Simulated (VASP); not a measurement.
# Bi (R-3m) in VASP: settings compared, part 2 of 3

VASP 6.6.1. Earlier steps stand in the parts before.

## (4) Relaxation of cell and atoms, PBE+D4

This run uses another cell than the first one, of 35.07 Å³/atom.

INCAR reads:

```
SYSTEM = Bi
PREC     = Accurate       ! precision mode
ENCUT    = 500            ! plane-wave cutoff, eV
EDIFF    = 1E-7           ! SCF threshold, eV
ISMEAR   = -1             ! smearing method
SIGMA    = 0.1            ! smearing width, eV
LREAL    = .FALSE.        ! projectors in reciprocal space
LASPH    = .TRUE.         ! aspherical terms in the spheres
NELM     = 120            ! most SCF steps
ALGO     = Normal         ! electronic algorithm
ISIF     = 3              ! what is computed and relaxed
LWAVE    = .FALSE.        ! write WAVECAR
LCHARG   = .FALSE.        ! write CHGCAR
GGA      = PE             ! functional
IVDW     = 13             ! dispersion correction
IBRION   = 2              ! ionic algorithm
NSW      = 80             ! ionic steps
EDIFFG   = -0.03          ! ionic threshold
GGA_COMPAT= .FALSE.      
NELMIN   = 4
```

KPOINTS reads:

```
Automatic mesh
0
G
  10 10 10
  0 0 0
```

POSCAR reads:

```
Bi
1.0
    2.2675000000      1.3091417354      3.9380000000
   -2.2675000000      1.3091417354      3.9380000000
    0.0000000000     -2.6182834708      3.9380000000
Bi
2
Direct
    0.2340003333      0.2340003333      0.2340003333
    0.7659996667      0.7659996667      0.7659996667
```

Potentials or basis: VASP PAW PBE potentials, release 64 (Bi_d).

On the command line:

```sh
> cat potpaw_PBE.64/Bi_d/POTCAR > POTCAR
> mpirun -np 1 vasp_std > vasp.out
```

OUTCAR:

```text
SYSTEM = Bi
   PREC = Accurate
   ENCUT = 500
   EDIFF = 1E-7
   ISMEAR = -1
   LREAL = .FALSE.
   LASPH = .TRUE.
   NELM = 120
   ISIF = 3
   GGA = PE
   IVDW = 13
   IBRION = 2
   NSW = 80
   EDIFFG = -0.03
   NELMIN = 4

 ion  position               nearest neighbor table
   1  0.234  0.234  0.234-   2 3.06   2 3.06   2 3.06   2 3.52   2 3.52   2 3.52
   2  0.766  0.766  0.766-   1 3.06   1 3.06   1 3.06   1 3.52   1 3.52   1 3.52

  LATTYP: Found a trigonal (rhomboedric) cell.
 ALAT       =     4.7289800521
 COS(alpha) =     0.5401781303

  Lattice vectors:

 A1 = (   2.2675000000,   1.3091417354,   3.9380000000)
 A2 = (  -2.2675000000,   1.3091417354,   3.9380000000)
 A3 = (   0.0000000000,  -2.6182834708,   3.9380000000)

Analysis of symmetry for initial positions (statically):
=====================================================================
 Subroutine PRICEL returns:
 Original cell was already a primitive cell.

 Routine SETGRP: Setting up the symmetry group for a
 trigonal (rhombohedral) supercell.

 Subroutine GETGRP returns: Found 12 space group operations
 (whereof 12 operations were pure point group operations)
 out of a pool of 12 trial point group operations.

The static configuration has the point symmetry D_3d.

Analysis of symmetry for dynamics (positions and initial velocities):
=====================================================================
 Subroutine PRICEL returns:
 Original cell was already a primitive cell.

 Routine SETGRP: Setting up the symmetry group for a
 trigonal (rhombohedral) supercell.

 Subroutine GETGRP returns: Found 12 space group operations
 (whereof 12 operations were pure point group operations)
 out of a pool of 12 trial point group operations.

The dynamic configuration has the point symmetry D_3d.

 Subroutine INISYM returns: Found 12 space group operations
 (whereof 12 operations are pure point group operations),
 and found     1 'primitive' translations

----------------------------------------------------------------------------------------

[... 94 lines left out ...]
   EDIFFG = -.3E-01   stopping-criterion for IOM
   NSW    =     80    number of steps for IOM
   IBRION =      2    ionic relax: 0-MD 1-quasi-New 2-CG
   NFREE  =      1    steps in history (QN), initial steepest desc. (CG)
   ISIF   =      3    stress and relaxation
   ISYM   =      2    0-nonsym 1-usesym 2-fastsym
   POTIM  = 0.5000    time-step for ionic-motion
   TEBEG  =    0.0;   TEEND  =   0.0 temperature during run
   PSTRESS=    0.0 pullay stress
   NELECT =      30.0000    total number of electrons
   NUPDOWN=      -1.0000    fix difference up-down
   EMIN   =  10.00;   EMAX   =-10.00  energy-range for DOS
   EFERMI =   0.00;   METHOD = LEGACY
   ISMEAR =    -1;   SIGMA  =   0.10  broadening in eV -4-tet -1-fermi 0-gaus
   EFERMI_NEDOS =   21; number of points for ismear=-14 and -15
   IALGO  =     38    algorithm
   IMIX   =      4    mixing-type and parameters
     AMIX     =   0.40;   BMIX     =  1.00
     AMIX_MAG =   1.60;   BMIX_MAG =  1.00
  volume/ion in A,a.u.               =      35.07       236.66
  Fermi-wavevector in a.u.,A,eV,Ry     =   1.233469  2.330919 20.700530  1.521446
  Thomas-Fermi vector in A             =   2.368198
   LORBIT       =      0    0 simple, 1 ext, 2 COOP (PROOUT), +10 PAW based schemes
   GGA     = PE    functional components
   LHFCALC =     F    Hartree Fock is set to
   AEXX    =    0.0000 exact exchange contribution
   IVDW    =    13    specifies the selected vdW correction
   LEPSILON=     F    determine dielectric tensor
   LRPA    =     F    only Hartree local field effects (RPA)
 conjugate gradient relaxation of ions
 non-spin polarized calculation
  energy-cutoff  :      500.00
  volume of cell :       70.14
 maximum number of plane-waves:      1808
   NGX = 17   NGY = 17   NGZ = 17

--------------------------------------- Ionic step        1  -------------------------------------------

 number of electron      30.0000004 magnetization

 Free energy of the ion-electron system (eV)
  ---------------------------------------------------
  ext. energy  EPLUGINS =         0.00000000
  ---------------------------------------------------
  free energy    TOTEN  =        -7.75866808 eV

  energy without entropy =       -7.74883722  energy(sigma->0) =       -7.75375265

------------------------ aborting loop because EDIFF is reached ----------------------------------------

  DFT-D4 for vdW energy calculation

  Edisp (eV):   -0.98949
[... 231 lines left out ...]
--------------------------------------- Ionic step        7  -------------------------------------------

 number of electron      30.0000003 magnetization

 Free energy of the ion-electron system (eV)
  ---------------------------------------------------
  ext. energy  EPLUGINS =         0.00000000
  ---------------------------------------------------
  free energy    TOTEN  =        -7.75019390 eV

  energy without entropy =       -7.73808488  energy(sigma->0) =       -7.74413939

 E-fermi :   6.6074     XC(G=0):  -9.6421

 val. band max:        6.5190511943   @ k =  -0.4000   0.5000   0.4000
 cond. band min:       6.6142028228   @ k =   0.4000   0.1000   0.1000
 fundamental gap:      0.0951516285
 Fermi energy:         6.6073848692

 k-point     1 :       0.0000    0.0000    0.0000
  band No.  band energies     occupation
      1     -16.3799      2.00000
      2     -16.3799      2.00000
      3     -16.2246      2.00000
      4     -16.2246      2.00000
      5     -16.2166      2.00000
      6     -16.0359      2.00000
[... 505 lines left out ...]
      6     -16.1043      2.00000
[... 11 lines left out ...]
     18      10.8170      0.00000
     19      11.2485      0.00000

 [... further k-points ...]

------------------------ aborting loop because EDIFF is reached ----------------------------------------

  DFT-D4 for vdW energy calculation

  Edisp (eV):   -1.00680
[... 25 lines left out ...]
  FREE ENERGIE OF THE ION-ELECTRON SYSTEM (eV)
  ---------------------------------------------------
  free  energy   TOTEN  =        -8.7569927876 eV

  energy  without entropy=       -8.7448837660  energy(sigma->0) =       -8.75093828

 reached required accuracy - stopping structural energy minimisation
```

OSZICAR:

```text
N       E                     dE             d eps       ncg     rms          rms(c)
DAV:   1     0.290001686829E+03    0.29000E+03   -0.16340E+04  4408   0.185E+03
DAV:   2     0.154724346513E+02   -0.27453E+03   -0.27048E+03  4429   0.451E+02
[... 64 lines left out ...]
DAV:   1    -0.775319297819E+01   -0.28100E-02   -0.19852E-01  4831   0.365E+00    0.302E-01
DAV:   2    -0.775148344809E+01    0.17095E-02   -0.92703E-03  5716   0.149E+00    0.193E-01
DAV:   3    -0.775012516445E+01    0.13583E-02   -0.23729E-03  6015   0.108E+00    0.194E-02
DAV:   4    -0.775019180337E+01   -0.66639E-04   -0.82746E-04  4666   0.413E-01    0.123E-02
DAV:   5    -0.775019458259E+01   -0.27792E-05   -0.42974E-05  6065   0.778E-02    0.509E-03
DAV:   6    -0.775019387713E+01    0.70546E-06   -0.23978E-06  6109   0.300E-02    0.216E-03
DAV:   7    -0.775019389696E+01   -0.19829E-07   -0.50061E-07  4449   0.874E-03
   7 F= -.87569928E+01 E0= -.87509383E+01  d E =-.444476E-03
```

CONTCAR:

```text
Bi
   1.00000000000000
     2.2596872569749928    1.3046310461112729    3.8948269686559254
    -2.2596872569749928    1.3046310461112729    3.8948269686559254
     0.0000000000000000   -2.6092620922225458    3.8948269686559254
  Bi
     2
Direct
     0.2372364683574233    0.2372364683574233    0.2372364683574233
     0.7627635316425767    0.7627635316425767    0.7627635316425767

  0.00000000E+00  0.00000000E+00  0.00000000E+00
  0.00000000E+00  0.00000000E+00  0.00000000E+00
```

Wall time 17 min (1 thread of Intel Xeon 8259CL, shared host); peak memory 0.29 GiB.

What came out:

```yaml
Free_energy: -8.7570 eV
Relaxed_volume: 34.45 Å³/atom
Relaxed_cell: a = 4.688 Å, b = 4.688 Å, c = 4.688 Å, α = 57.63°, β = 57.63°, γ = 57.63°
Space_group_after_relaxing_to_0.1_Å: R-3m (No. 166)
Energy_gained_by_relaxing: 4.4 meV/atom
Ionic_steps: 7
Pressure_after_relaxing: 0.1 GPa
Band_gap_on_the_k_mesh: zero (bands 15 and 16 overlap by 0.20 eV)
Dispersion_energy_per_atom: -0.503 eV
```

Forces in eV/Å, atoms in the order of the input:
```
Bi   0.000  0.000  0.003
Bi   0.000  0.000 -0.003
```

The path:
```
step  energy change (eV)  largest force (eV/Å)  pressure (GPa)  volume (Å³)
   1              0.0000                0.2253           -0.06        70.14
   2             -0.0041                0.1388           -0.19        70.01
   3             -0.0070                0.0203           -0.37        69.82
   4             -0.0072                0.0130           -0.43        69.76
   5             -0.0078                0.0174            0.43        68.37
   6             -0.0084                0.0057            0.07        68.94
   7             -0.0088                0.0030            0.05        68.89
```

Final structure:
```cif
data_structure
_symmetry_space_group_name_H-M 'P 1'
_symmetry_Int_Tables_number 1
_cell_length_a 4.6881
_cell_length_b 4.6881
_cell_length_c 4.6881
_cell_angle_alpha 57.633
_cell_angle_beta 57.633
_cell_angle_gamma 57.633
_cell_volume 68.89
loop_
_atom_site_label
_atom_site_type_symbol
_atom_site_fract_x
_atom_site_fract_y
_atom_site_fract_z
_atom_site_occupancy
Bi1 Bi 0.23724 0.23724 0.23724 1
Bi2 Bi 0.76276 0.76276 0.76276 1
```

Caveat: spin-orbit coupling is left out, which moves the levels of the heavy elements.

[end of part 2 of 3]

The gap in the log of VASP goes by the Fermi energy; the results here count the filled bands.